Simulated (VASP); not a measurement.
# Sn4O7 (a cell with a defect) in VASP: single point with LDA

Aim: the single point of Sn4O7 (a cell with a defect) with LDA.

All numbers are computed with VASP 6.6.1; they aren't measurements. Logs are shortened: lines on timing, memory, paths and dates and some standing lists are left out, and cuts for length are marked.

### 1 The cell of the first run

The cell holds a defect, 11 atoms: a = 5.614 Å, b = 5.614 Å, c = 5.811 Å, α = 90.00°, β = 118.88°, γ = 90.00°.

### 2 Single point, LDA

INCAR reads:

```
SYSTEM = Sn4O7
ALGO     = Normal         ! electronic algorithm
EDIFF    = 1E-7           ! SCF threshold, eV
ENCUT    = 520            ! plane-wave cutoff, eV
ISIF     = 2              ! what is computed and relaxed
ISMEAR   = 0              ! smearing method
LASPH    = .TRUE.         ! aspherical terms in the spheres
LCHARG   = .FALSE.        ! write CHGCAR
LREAL    = .FALSE.        ! projectors in reciprocal space
LWAVE    = .FALSE.        ! write WAVECAR
NBANDS   = 60             ! bands
NELECT   = 96.0         
NELM     = 80             ! most SCF steps
PREC     = Accurate       ! precision mode
SIGMA    = 0.05           ! smearing width, eV
```

KPOINTS reads:

```
k-points
0
G
  6 4 6
  0 0 0
```

POSCAR reads:

```
Sn4O7
1.0
    3.9697699592     -3.9697699592      0.0000000000
    3.9697699592      3.9697699592      0.0000000000
   -1.9848849796      1.9848849796      5.0882634188
Sn O
4 7
Direct
    1.0000000000      0.2500000000      0.5000000000
    0.5000000000      0.7500000000      0.5000000000
    0.5000000000      0.5000000000      0.0000000000
    0.0000000000      0.0000000000      0.0000000000
    0.7970126936      0.0000000000      0.5940253873
    0.2029873064      0.2500000000      0.9059746127
    0.7029873064      0.7500000000      0.9059746127
    0.7029873064      0.5000000000      0.4059746127
    0.2029873064      0.0000000000      0.4059746127
    0.7970126936      0.2500000000      0.0940253873
    0.2970126936      0.7500000000      0.0940253873
```

Potentials or basis: VASP PAW LDA potentials, release 64 (Sn_d, O).

Run with:

```bash
> cat potpaw_LDA.64/Sn_d/POTCAR potpaw_LDA.64/O/POTCAR > POTCAR
> mpirun -np 1 vasp_std > vasp.out
```

OUTCAR:

```text
SYSTEM = Sn4O7
   EDIFF = 1E-7
   ENCUT = 520
   ISIF = 2
   ISMEAR = 0
   LASPH = .TRUE.
   LREAL = .FALSE.
   NELECT = 96.0
   NELM = 80
   PREC = Accurate

 ion  position               nearest neighbor table
   1  0.000  0.250  0.500-   8 2.04   5 2.04   9 2.04   6 2.07  10 2.07   3 3.23   3 3.23   4 3.23
                             4 3.23
   2  0.500  0.750  0.500-   5 2.04   9 2.04   8 2.04   7 2.07  11 2.07   4 3.23   4 3.23   3 3.23
                             3 3.23
   3  0.500  0.500  0.000-   6 2.04  10 2.04   7 2.04  11 2.04   8 2.07   1 3.23   1 3.23   2 3.23
                             2 3.23
   4  0.000  0.000  0.000-   7 2.04  11 2.04  10 2.04   6 2.04   5 2.07   9 2.07   2 3.23   2 3.23
                             1 3.23   1 3.23
   5  0.797  0.000  0.594-   2 2.04   1 2.04   4 2.07
   6  0.203  0.250  0.906-   3 2.04   4 2.04   1 2.07
   7  0.703  0.750  0.906-   4 2.04   3 2.04   2 2.07
   8  0.703  0.500  0.406-   1 2.04   2 2.04   3 2.07
   9  0.203  0.000  0.406-   2 2.04   1 2.04   4 2.07
  10  0.797  0.250  0.094-   3 2.04   4 2.04   1 2.07
  11  0.297  0.750  0.094-   4 2.04   3 2.04   2 2.07

  LATTYP: Found a base centered orthorhombic cell.
 ALAT       =     5.6141025158
 B/A-ratio  =     1.8126720716
 C/A-ratio  =     1.0000000000

  Lattice vectors:

 A1 = (  -1.9848849796,   1.9848849796,  -5.0882634188)
 A2 = (  -1.9848849796,   1.9848849796,   5.0882634188)
 A3 = (   3.9697699592,   3.9697699592,   0.0000000000)

Analysis of symmetry for initial positions (statically):
=====================================================================
 Subroutine PRICEL returns:
 Original cell was already a primitive cell.

 Routine SETGRP: Setting up the symmetry group for a
 base centered orthorhombic supercell.

 Subroutine GETGRP returns: Found  2 space group operations
 (whereof  2 operations were pure point group operations)
 out of a pool of  8 trial point group operations.

The static configuration has the point symmetry C_2 .

Analysis of symmetry for dynamics (positions and initial velocities):
=====================================================================
 Subroutine PRICEL returns:
 Original cell was already a primitive cell.

 Routine SETGRP: Setting up the symmetry group for a
 base centered orthorhombic supercell.

 Subroutine GETGRP returns: Found  2 space group operations
 (whereof  2 operations were pure point group operations)
 out of a pool of  8 trial point group operations.

The dynamic configuration has the point symmetry C_2 .

 Subroutine INISYM returns: Found  2 space group operations
 (whereof  2 operations are pure point group operations),
 and found     1 'primitive' translations

----------------------------------------------------------------------------------------

                                     Primitive cell

  volume of cell :     160.3726

  direct lattice vectors                    reciprocal lattice vectors
     3.969769959 -3.969769959  0.000000000     0.125951883 -0.125951883  0.098265353
     3.969769959  3.969769959  0.000000000     0.125951883  0.125951883  0.000000000
    -1.984884980  1.984884980  5.088263419     0.000000000  0.000000000  0.196530706

  length of vectors
     5.614102516  5.614102516  5.811192768     0.203430167  0.178122861  0.196530706

  position of ions in fractional coordinates (direct lattice)
     0.000000000  0.250000000  0.500000000
     0.500000000  0.750000000  0.500000000
     0.500000000  0.500000000  0.000000000
     0.000000000  0.000000000  0.000000000
     0.797012694  0.000000000  0.594025387
     0.202987306  0.250000000  0.905974613
     0.702987306  0.750000000  0.905974613
     0.702987306  0.500000000  0.405974613
     0.202987306  0.000000000  0.405974613
     0.797012694  0.250000000  0.094025387
     0.297012694  0.750000000  0.094025387

  ion indices of the primitive-cell ions
   primitive index   ion index
                 1           1
                 2           2
                 3           3
                 4           4
                 5           5
                 6           6
                 7           7
                 8           8
                 9           9
                10          10
                11          11

----------------------------------------------------------------------------------------

 KPOINTS: k-points

Automatic generation of k-mesh.
 Grid dimensions read from file:
 generate k-points for:    6    4    6

 Generating k-lattice:

  Cartesian coordinates                     Fractional coordinates (reciprocal lattice)
     0.020991980 -0.020991980  0.016377559     0.166666667  0.000000000  0.000000000
     0.031487971  0.031487971  0.000000000     0.000000000  0.250000000  0.000000000
     0.000000000  0.000000000  0.032755118     0.000000000  0.000000000  0.166666667

  Length of vectors
     0.033905028  0.044530715  0.032755118

  Shift w.r.t. Gamma in fractional coordinates (k-lattice)
     0.000000000  0.000000000  0.000000000

 Subroutine IBZKPT returns following result:
 ===========================================

 Found     47 irreducible k-points:

 Following reciprocal coordinates:
            Coordinates               Weight
  0.000000  0.000000  0.000000      1.000000
  0.166667  0.000000  0.000000      4.000000
  0.333333  0.000000  0.000000      4.000000
  0.500000  0.000000  0.000000      2.000000
  0.000000  0.250000  0.000000      2.000000
  0.166667  0.250000  0.000000      4.000000
[... 16 lines left out ...]
  0.333333  0.250000  0.166667      4.000000
 -0.333333  0.250000 -0.166667      4.000000
 [... further k-points ...]
   k-points           NKPTS =     47   k-points in BZ     NKDIM =     47   number of bands    NBANDS=     60
   number of dos      NEDOS =    301   number of ions     NIONS =     11
   total plane-waves  NPLWV =  84672
   dimension x,y,z NGX =    42 NGY =   42 NGZ =   48
   dimension x,y,z NGXF=    84 NGYF=   84 NGZF=   96
   ions per type =               4   7
   NGX,Y,Z   is equivalent  to a cutoff of  12.44, 12.44, 13.73 a.u.
   NGXF,Y,Z  is equivalent  to a cutoff of  24.87, 24.87, 27.46 a.u.
 SYSTEM =  Sn4O7
   PREC   = accura    normal or accurate (medium, high low for compatibility)
   ISTART =      0    job   : 0-new  1-cont  2-samecut
   ICHARG =      2    charge: 1-file 2-atom 10-const
   ISPIN  =      1    spin polarized calculation?
   LNONCOLLINEAR =      F non collinear calculations
   LSORBIT =      F    spin-orbit coupling
   LASPH  =      T    aspherical Exc in radial PAW
   ENCUT  =  520.0 eV  38.22 Ry    6.18 a.u.  10.44 10.44 10.80*2*pi/ulx,y,z
   NELM   =     80;   NELMIN=  2; NELMDL= -5     # of ELM steps
   EDIFF  = 0.1E-06   stopping-criterion for ELM
   LREAL  =      F    real-space projection
   EDIFFG = 0.1E-05   stopping-criterion for IOM
   NSW    =      0    number of steps for IOM
   IBRION =     -1    ionic relax: 0-MD 1-quasi-New 2-CG
   NFREE  =      0    steps in history (QN), initial steepest desc. (CG)
   ISIF   =      2    stress and relaxation
   ISYM   =      2    0-nonsym 1-usesym 2-fastsym
   POTIM  = 0.5000    time-step for ionic-motion
   TEBEG  =    0.0;   TEEND  =   0.0 temperature during run
   PSTRESS=    0.0 pullay stress
   NELECT =      96.0000    total number of electrons
   NUPDOWN=      -1.0000    fix difference up-down
   EMIN   =  10.00;   EMAX   =-10.00  energy-range for DOS
   EFERMI =   0.00;   METHOD = LEGACY
   ISMEAR =     0;   SIGMA  =   0.05  broadening in eV -4-tet -1-fermi 0-gaus
   EFERMI_NEDOS =   21; number of points for ismear=-14 and -15
   IALGO  =     38    algorithm
   IMIX   =      4    mixing-type and parameters
     AMIX     =   0.40;   BMIX     =  1.00
     AMIX_MAG =   1.60;   BMIX_MAG =  1.00
  volume/ion in A,a.u.               =      14.58        98.39
  Fermi-wavevector in a.u.,A,eV,Ry     =   1.379712  2.607278 25.900127  1.903606
  Thomas-Fermi vector in A             =   2.504656
   LORBIT       =      0    0 simple, 1 ext, 2 COOP (PROOUT), +10 PAW based schemes
   GGA     = CA    functional components
   LHFCALC =     F    Hartree Fock is set to
   AEXX    =    0.0000 exact exchange contribution
   IVDW    =     0    specifies the selected vdW correction
   LEPSILON=     F    determine dielectric tensor
   LRPA    =     F    only Hartree local field effects (RPA)
 non-spin polarized calculation
 Gauss-broadening in eV      SIGMA  =   0.05
  energy-cutoff  :      520.00
  volume of cell :      160.37
 maximum number of plane-waves:      4352
 NGX is ok and might be reduce to    42
   NGX = 21   NGY = 21   NGZ = 21

 number of electron      96.0000004 magnetization

 Free energy of the ion-electron system (eV)
  ---------------------------------------------------
  ext. energy  EPLUGINS =         0.00000000
  ---------------------------------------------------
  free energy    TOTEN  =       -83.85923805 eV

  energy without entropy =      -83.85831095  energy(sigma->0) =      -83.85877450

 E-fermi :   3.7107     XC(G=0): -10.4738

 val. band max:        3.6735401500   @ k =   0.0000   0.0000   0.3333
 cond. band min:       3.9751389398   @ k =   0.1667   0.0000   0.0000
 fundamental gap:      0.3015987898
 Fermi energy:         3.7107280539

 k-point     1 :       0.0000    0.0000    0.0000
  band No.  band energies     occupation
      1     -16.8218      2.00000
      2     -16.6149      2.00000
      3     -16.5841      2.00000
      4     -16.5164      2.00000
      5     -16.3234      2.00000
      6     -16.1520      2.00000
[... 52 lines left out ...]
     59      13.5892      0.00000
     60      13.7146      0.00000

 k-point     2 :       0.1667    0.0000    0.0000
  band No.  band energies     occupation
      1     -16.8160      2.00000
      2     -16.6275      2.00000
      3     -16.5571      2.00000
      4     -16.5113      2.00000
      5     -16.3557      2.00000
      6     -16.1657      2.00000
[... 1383 lines left out ...]
      4     -16.4854      2.00000
      5     -16.3060      2.00000
      6     -16.2298      2.00000
[... 52 lines left out ...]
     59      13.5091      0.00000
     60      13.9265      0.00000

 [... further k-points ...]

------------------------ aborting loop because EDIFF is reached ----------------------------------------

  FORCE on cell =-STRESS in cart. coord.  units (eV):
  Direction    XX          YY          ZZ          XY          YZ          ZX
  --------------------------------------------------------------------------------------
  -------------------------------------------------------------------------------------
  Total      -22.2540263    -25.0384400    -22.4054391      0.1368702      0.0000000      0.0000000
  in kB     -222.3253141   -250.1425571   -223.8379804      1.3673796      0.0000000      0.0000000
  external PRESSURE =    -232.1019505 kB  Pullay stress =       0.0000000 kB

 VOLUME and BASIS-vectors are now :
 -----------------------------------------------------------------------------
  energy-cutoff  :      520.00
  volume of cell :      160.37
      direct lattice vectors                 reciprocal lattice vectors
     3.969769959 -3.969769959  0.000000000     0.125951883 -0.125951883  0.098265353
     3.969769959  3.969769959  0.000000000     0.125951883  0.125951883  0.000000000
    -1.984884980  1.984884980  5.088263419     0.000000000  0.000000000  0.196530706

 POSITION                                       TOTAL-FORCE (eV/Angst)
 -----------------------------------------------------------------------------------
      0.00000      1.98488      2.54413        -3.112880      0.114236     -0.301680
      3.96977      1.98488      2.54413         3.112880     -0.114236     -0.301680
      3.96977      0.00000      0.00000         0.000000      0.000000      2.629262
      0.00000      0.00000      0.00000         0.000000      0.000000     -0.553053
      1.98488     -1.98488      3.02256         0.000000      0.000000      0.296847
      0.00000      1.98488      4.60984         2.465088     -0.019220     -1.305103
      3.96977      1.98488      4.60984        -2.465088      0.019220     -1.305103
      3.96977     -0.00000      2.06571         0.000000      0.000000      0.297229
      0.00000     -0.00000      2.06571         0.000000      0.000000      0.321402
      3.96977     -1.98488      0.47843         0.257777      0.039841      0.110939
      3.96977      1.98488      0.47843        -0.257777     -0.039841      0.110939
 -----------------------------------------------------------------------------------
    total drift:                                0.000001     -0.000004     -0.000160

  FREE ENERGIE OF THE ION-ELECTRON SYSTEM (eV)
  ---------------------------------------------------
  free  energy   TOTEN  =       -83.8592380466 eV

  energy  without entropy=      -83.8583109463  energy(sigma->0) =      -83.85877450
```

Run time: 8.4 min. Hardware: 1 thread of AMD EPYC 7R13, shared host; peak memory 0.4 GiB.

What came out:

- Free energy: -83.8592 eV
- Largest force: 3.130 eV/Å

Forces on the atoms (eV/Å):
```
Sn  -3.113  0.114 -0.302
Sn   3.113 -0.114 -0.302
Sn   0.000  0.000  2.629
Sn   0.000  0.000 -0.553
O    0.000  0.000  0.297
O    2.465 -0.019 -1.305
O   -2.465  0.019 -1.305
O    0.000  0.000  0.297
O    0.000  0.000  0.321
O    0.258  0.040  0.111
O   -0.258 -0.040  0.111
```

Caveat: the cell carries a net charge on a neutralising background, which shifts energy and pressure; the cell is charged against a uniform background, so pressure and absolute levels hang on convention; spin-orbit coupling is left out, which moves the levels of the heavy elements.
